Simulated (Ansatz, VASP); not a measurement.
## Ca: VASP beside Ansatz

```
CELL_PARAMETERS angstrom
3.60203 0.00000 0.00000
0.00000 3.60203 0.00000
0.00000 0.00000 3.60203
ATOMIC_POSITIONS crystal
Ca 0.00000 0.00000 0.00000
```

Alike in both runs: task single point; functional PBEsol; k mesh 10 × 10 × 10; occupations fermi-dirac, width 0.1 eV; no spin polarisation.

```csv
,VASP,Ansatz
version,VASP 6.6.1,Ansatz 0.2.0
potentials or method,"VASP PAW PBE potentials, release 64 (Ca_sv), cutoff 500 eV","plane waves (420 eV) with PAW, scalar-relativistic"
valence electrons in the cell,10,10
```

|  | VASP | Ansatz | Ansatz less VASP |
| --- | --- | --- | --- |
| pressure (GPa) | -1.1 | -1.1 | +0.02 |

VASP's potentials were made for PBE, not for PBEsol, and Ansatz warns of the same on its side. With one functional, cell and mesh, what is left measures potentials, basis and numerics.
